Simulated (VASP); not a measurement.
# F (C2/c) in VASP: single point with PBE+D3(BJ)

Aim: the single point of F with PBE+D3(BJ).

Program: VASP 6.6.1. These are calculated values, not measurements. Logs are shortened: lines on timing, memory, paths and dates and some standing lists are left out, and cuts for length are marked.

## Step 1: The cell of the first run

It takes space group C2/c (No. 15, monoclinic). Conventional cell: a = 5.678 Å, b = 3.561 Å, c = 6.845 Å, α = 90.00°, β = 94.00°, γ = 90.00°. F (site symmetry 1) has 1 F at 1.42 Å within 1.9 Å.

## Step 2: Single point, PBE+D3(BJ)

Contents of INCAR:

```
PREC = Accurate
ENCUT = 1350
EDIFF = 1E-6
ISMEAR = -1
SIGMA = 0.02
LREAL = F
LASPH = T
NELM = 120
ALGO = Normal
ISIF = 2
LWAVE = F
LCHARG = F
GGA = PE
IVDW = 12
NBANDS = 22
GGA_COMPAT = F
```

Contents of KPOINTS:

```
Automatic mesh
0
Gamma
  8 8 4
```

Contents of POSCAR:

```
F
1.0
    2.8386608469     -1.7803608506      0.0295160967
    2.8386608469      1.7803608506      0.0295160967
   -0.5480148889      0.0000000000      6.8234050641
F
4
Direct
    0.5886277825      0.9186379703      0.5937844621
    0.0813620297      0.4113722175      0.9062155379
    0.4113722175      0.0813620297      0.4062155379
    0.9186379703      0.5886277825      0.0937844621
```

Potentials or basis: VASP PAW PBE potentials, release 64 (F_h).

Run with:

```sh
$ cat potpaw_PBE.64/F_h/POTCAR > POTCAR
$ mpirun -np 1 vasp_std > vasp.out
```

OUTCAR:

```text
PREC = Accurate
   ENCUT = 1350
   EDIFF = 1E-6
   ISMEAR = -1
   LREAL = F
   LASPH = T
   NELM = 120
   ISIF = 2
   GGA = PE
   IVDW = 12
 IVDW          = 12

 ion  position               nearest neighbor table
   1  0.589  0.919  0.594-   3 1.42
   2  0.081  0.411  0.906-   4 1.42
   3  0.411  0.081  0.406-   1 1.42
   4  0.919  0.589  0.094-   2 1.42

  LATTYP: Found a base centered monoclinic cell.
 ALAT       =     5.6776285908
 B/A-ratio  =     0.6271494594
 C/A-ratio  =     1.2056752590
 COS(beta)  =    -0.0696879224

  Lattice vectors:

 A1 = (   2.8386608469,  -1.7803608506,   0.0295160967)
 A2 = (   2.8386608469,   1.7803608506,   0.0295160967)
 A3 = (  -0.5480148889,   0.0000000000,   6.8234050641)

Analysis of symmetry for initial positions (statically):
=====================================================================
 Subroutine PRICEL returns:
 Original cell was already a primitive cell.

 Routine SETGRP: Setting up the symmetry group for a
 base centered monoclinic supercell.

 Subroutine GETGRP returns: Found  4 space group operations
 (whereof  2 operations were pure point group operations)
 out of a pool of  4 trial point group operations.

The static configuration has the point symmetry S_2 .
 The point group associated with its full space group is C_2h.

Analysis of symmetry for dynamics (positions and initial velocities):
=====================================================================
 Subroutine PRICEL returns:
 Original cell was already a primitive cell.

 Routine SETGRP: Setting up the symmetry group for a
 base centered monoclinic supercell.

 Subroutine GETGRP returns: Found  4 space group operations
 (whereof  2 operations were pure point group operations)
 out of a pool of  4 trial point group operations.

The dynamic configuration has the point symmetry S_2 .
 The point group associated with its full space group is C_2h.

 Subroutine INISYM returns: Found  4 space group operations
 (whereof  2 operations are pure point group operations),
 and found     1 'primitive' translations

----------------------------------------------------------------------------------------

                                     Primitive cell

  volume of cell :      69.0264

  direct lattice vectors                    reciprocal lattice vectors
     2.838660847 -1.780360851  0.029516097     0.175992423 -0.280841943  0.014134654
     2.838660847  1.780360851  0.029516097     0.175992423  0.280841943  0.014134654
    -0.548014889  0.000000000  6.823405064    -0.001522586  0.000000000  0.146432110

  length of vectors
     3.350903067  3.350903067  6.845376322     0.331730792  0.331730792  0.146440026

  position of ions in fractional coordinates (direct lattice)
     0.588627782  0.918637970  0.593784462
     0.081362030  0.411372218  0.906215538
     0.411372218  0.081362030  0.406215538
     0.918637970  0.588627782  0.093784462

  ion indices of the primitive-cell ions
   primitive index   ion index
                 1           1
                 2           2
                 3           3
                 4           4

----------------------------------------------------------------------------------------

 KPOINTS: Automatic mesh

Automatic generation of k-mesh.
 Grid dimensions read from file:
 generate k-points for:    8    8    4

 Generating k-lattice:

  Cartesian coordinates                     Fractional coordinates (reciprocal lattice)
     0.021999053 -0.035105243  0.001766832     0.125000000 -0.000000000  0.000000000
     0.021999053  0.035105243  0.001766832    -0.000000000  0.125000000  0.000000000
    -0.000380646  0.000000000  0.036608027    -0.000000000 -0.000000000  0.250000000

  Length of vectors
     0.041466349  0.041466349  0.036610006

  Shift w.r.t. Gamma in fractional coordinates (k-lattice)
     0.000000000  0.000000000  0.000000000

 Subroutine IBZKPT returns following result:
 ===========================================

 Found     78 irreducible k-points:

 Following reciprocal coordinates:
            Coordinates               Weight
  0.000000  0.000000  0.000000      1.000000
  0.125000  0.000000  0.000000      4.000000
  0.250000  0.000000  0.000000      4.000000
  0.375000  0.000000  0.000000      4.000000
  0.500000  0.000000  0.000000      2.000000
  0.125000  0.125000  0.000000      2.000000
[... 16 lines left out ...]
  0.125000  0.000000  0.250000      4.000000
  0.250000  0.000000  0.250000      4.000000
 [... further k-points ...]
   k-points           NKPTS =     78   k-points in BZ     NKDIM =     78   number of bands    NBANDS=     22
   number of dos      NEDOS =    301   number of ions     NIONS =      4
   total plane-waves  NPLWV = 134400
   dimension x,y,z NGX =    40 NGY =   40 NGZ =   84
   dimension x,y,z NGXF=    80 NGYF=   80 NGZF=  168
   ions per type =               4
   NGX,Y,Z   is equivalent  to a cutoff of  19.84, 19.84, 20.40 a.u.
   NGXF,Y,Z  is equivalent  to a cutoff of  39.69, 39.69, 40.80 a.u.
 SYSTEM =  unknown system
   PREC   = accura    normal or accurate (medium, high low for compatibility)
   ISTART =      0    job   : 0-new  1-cont  2-samecut
   ICHARG =      2    charge: 1-file 2-atom 10-const
   ISPIN  =      1    spin polarized calculation?
   LNONCOLLINEAR =      F non collinear calculations
   LSORBIT =      F    spin-orbit coupling
   LASPH  =      T    aspherical Exc in radial PAW
   ENCUT  = 1350.0 eV  99.22 Ry    9.96 a.u.  10.04 10.04 20.51*2*pi/ulx,y,z
   NELM   =    120;   NELMIN=  2; NELMDL= -5     # of ELM steps
   EDIFF  = 0.1E-05   stopping-criterion for ELM
   LREAL  =      F    real-space projection
[... 7 lines left out ...]
   TEBEG  =    0.0;   TEEND  =   0.0 temperature during run
   PSTRESS=    0.0 pullay stress
   NELECT =      28.0000    total number of electrons
   NUPDOWN=      -1.0000    fix difference up-down
   EMIN   =  10.00;   EMAX   =-10.00  energy-range for DOS
   EFERMI =   0.00;   METHOD = LEGACY
   ISMEAR =    -1;   SIGMA  =   0.02  broadening in eV -4-tet -1-fermi 0-gaus
   EFERMI_NEDOS =   21; number of points for ismear=-14 and -15
   IALGO  =     38    algorithm
   IMIX   =      4    mixing-type and parameters
     AMIX     =   0.40;   BMIX     =  1.00
     AMIX_MAG =   1.60;   BMIX_MAG =  1.00
  volume/ion in A,a.u.               =      17.26       116.45
  Fermi-wavevector in a.u.,A,eV,Ry     =   1.211869  2.290101 19.981885  1.468627
  Thomas-Fermi vector in A             =   2.347371
   LORBIT       =      0    0 simple, 1 ext, 2 COOP (PROOUT), +10 PAW based schemes
   GGA     = PE    functional components
   LHFCALC =     F    Hartree Fock is set to
   AEXX    =    0.0000 exact exchange contribution
   IVDW    =    12    specifies the selected vdW correction
   LEPSILON=     F    determine dielectric tensor
   LRPA    =     F    only Hartree local field effects (RPA)
 non-spin polarized calculation
  energy-cutoff  :     1350.00
  volume of cell :       69.03
 maximum number of plane-waves:      7815
   NGX = 21   NGY = 21   NGZ = 41

 number of electron      28.0000002 magnetization

 Free energy of the ion-electron system (eV)
  ---------------------------------------------------
  ext. energy  EPLUGINS =         0.00000000
  ---------------------------------------------------
  free energy    TOTEN  =        -7.46629020 eV

  energy without entropy =       -7.46629020  energy(sigma->0) =       -7.46629020

 E-fermi :  -4.4854     XC(G=0):  -7.2979

 val. band max:       -5.0613922881   @ k =   0.0000   0.0000   0.0000
 cond. band min:      -2.0478092039   @ k =   0.0000   0.0000   0.0000
 fundamental gap:      3.0135830841
 Fermi energy:        -4.4853673448

 k-point     1 :       0.0000    0.0000    0.0000
  band No.  band energies     occupation
      1     -29.7991      2.00000
      2     -29.6999      2.00000
      3     -23.6670      2.00000
      4     -23.3871      2.00000
      5     -11.4833      2.00000
      6     -10.8637      2.00000
[... 14 lines left out ...]
     21      14.9108      0.00000
     22      15.3456      0.00000

 k-point     2 :       0.1250    0.0000    0.0000
  band No.  band energies     occupation
      1     -29.7870      2.00000
      2     -29.6953      2.00000
      3     -23.6550      2.00000
      4     -23.3966      2.00000
      5     -11.4650      2.00000
      6     -10.8871      2.00000
[... 14 lines left out ...]
     21      13.9209      0.00000
     22      15.0734      0.00000

 k-point     3 :       0.2500    0.0000    0.0000
  band No.  band energies     occupation
      1     -29.7561      2.00000
      2     -29.6857      2.00000
      3     -23.6214      2.00000
      4     -23.4241      2.00000
      5     -11.4091      2.00000
      6     -10.9559      2.00000
[... 14 lines left out ...]
     21      13.2973      0.00000
     22      13.7510      0.00000

 k-point     4 :       0.3750    0.0000    0.0000
  band No.  band energies     occupation
      1     -29.7197      2.00000
      2     -29.6814      2.00000
      3     -23.5732      2.00000
      4     -23.4666      2.00000
      5     -11.3159      2.00000
      6     -11.0640      2.00000
[... 14 lines left out ...]
     21      11.6903      0.00000
     22      12.0587      0.00000

 k-point     5 :       0.5000    0.0000    0.0000
  band No.  band energies     occupation
      1     -29.6931      2.00000
      2     -29.6910      2.00000
      3     -23.5213      2.00000
      4     -23.5161      2.00000
      5     -11.1968      2.00000
      6     -11.1900      2.00000
[... 14 lines left out ...]
     21      10.5069      0.00000
     22      10.5735      0.00000

 k-point     6 :       0.1250    0.1250    0.0000
  band No.  band energies     occupation
      1     -29.7881      2.00000
      2     -29.6918      2.00000
      3     -23.6573      2.00000
      4     -23.3858      2.00000
      5     -11.4679      2.00000
      6     -10.8694      2.00000
[... 14 lines left out ...]
     21      14.9327      0.00000
     22      15.1553      0.00000

 k-point     7 :       0.2500    0.1250    0.0000
  band No.  band energies     occupation
      1     -29.7680      2.00000
      2     -29.6816      2.00000
      3     -23.6378      2.00000
      4     -23.3950      2.00000
      5     -11.4360      2.00000
      6     -10.8987      2.00000
[... 324 lines left out ...]
      6     -11.0033      2.00000
[... 14 lines left out ...]
     21      11.1480      0.00000
     22      11.5511      0.00000

 k-point    21 :       0.5000    0.5000    0.0000
  band No.  band energies     occupation
      1     -29.7236      2.00000
      2     -29.6439      2.00000
      3     -23.6004      2.00000
      4     -23.3782      2.00000
      5     -11.3629      2.00000
      6     -10.9025      2.00000
[... 14 lines left out ...]
     21      10.8794      0.00000
     22      12.7598      0.00000

 k-point    22 :      -0.0000   -0.0000    0.2500
  band No.  band energies     occupation
      1     -29.7849      2.00000
      2     -29.7148      2.00000
      3     -23.6263      2.00000
      4     -23.4284      2.00000
      5     -11.3992      2.00000
      6     -10.9628      2.00000
[... 14 lines left out ...]
     21      15.4708      0.00000
     22      16.4123      0.00000

 k-point    23 :       0.1250    0.0000    0.2500
  band No.  band energies     occupation
      1     -29.7733      2.00000
      2     -29.7097      2.00000
      3     -23.6158      2.00000
      4     -23.4364      2.00000
      5     -11.3820      2.00000
      6     -10.9809      2.00000
[... 14 lines left out ...]
     21      13.8659      0.00000
     22      15.0054      0.00000

 k-point    24 :       0.2500    0.0000    0.2500
  band No.  band energies     occupation
      1     -29.7449      2.00000
      2     -29.6973      2.00000
      3     -23.5898      2.00000
      4     -23.4562      2.00000
      5     -11.3365      2.00000
      6     -11.0272      2.00000
[... 14 lines left out ...]
     21      12.4355      0.00000
     22      13.1095      0.00000

 [... further k-points ...]

------------------------ aborting loop because EDIFF is reached ----------------------------------------

 Edisp (eV)   -0.10681

 E8    (eV) :    -0.0231

  FORCE on cell =-STRESS in cart. coord.  units (eV):
  Direction    XX          YY          ZZ          XY          YZ          ZX
  --------------------------------------------------------------------------------------
  -------------------------------------------------------------------------------------
  Total      -0.24081    -0.22339    -0.22689     0.00000     0.00000     0.00615
  in kB      -5.58944    -5.18510    -5.26633     0.00000     0.00000     0.14274
  external pressure =       -5.35 kB  Pullay stress =        0.00 kB

 VOLUME and BASIS-vectors are now :
 -----------------------------------------------------------------------------
  energy-cutoff  :     1350.00
  volume of cell :       69.03
      direct lattice vectors                 reciprocal lattice vectors
     2.838660847 -1.780360851  0.029516097     0.175992423 -0.280841943  0.014134654
     2.838660847  1.780360851  0.029516097     0.175992423  0.280841943  0.014134654
    -0.548014889  0.000000000  6.823405064    -0.001522586  0.000000000  0.146432110

 POSITION                                       TOTAL-FORCE (eV/Angst)
 -----------------------------------------------------------------------------------
      3.95321      0.58754      4.09612        -0.000112      0.002300     -0.004721
      0.90209      0.58754      6.19802         0.000112      0.002300      0.004721
      1.17609     -0.58754      2.78632         0.000112     -0.002300      0.004721
      4.22722     -0.58754      0.68442        -0.000112     -0.002300     -0.004721
 -----------------------------------------------------------------------------------
    total drift:                               -0.000000     -0.000000      0.000000

  FREE ENERGIE OF THE ION-ELECTRON SYSTEM (eV)
  ---------------------------------------------------
  free  energy   TOTEN  =        -7.5730989192 eV

  energy  without entropy=       -7.5730989192  energy(sigma->0) =       -7.57309892
```

Wall time 4.3 min (1 thread of Intel Xeon 6975P-C (Granite Rapids), shared host); peak memory 0.56 GiB.

What came out:

```yaml
Free_energy: -7.5731 eV
Pressure: -0.5 GPa
Largest_force: 0.005 eV/Å
Band_gap_on_the_k_mesh: 3.01 eV
Dispersion_energy_per_atom: -0.027 eV
```

Forces in eV/Å, atoms in the order of the input:
```
F    0.000  0.002 -0.005
F    0.000  0.002  0.005
F    0.000 -0.002  0.005
F    0.000 -0.002 -0.005
```
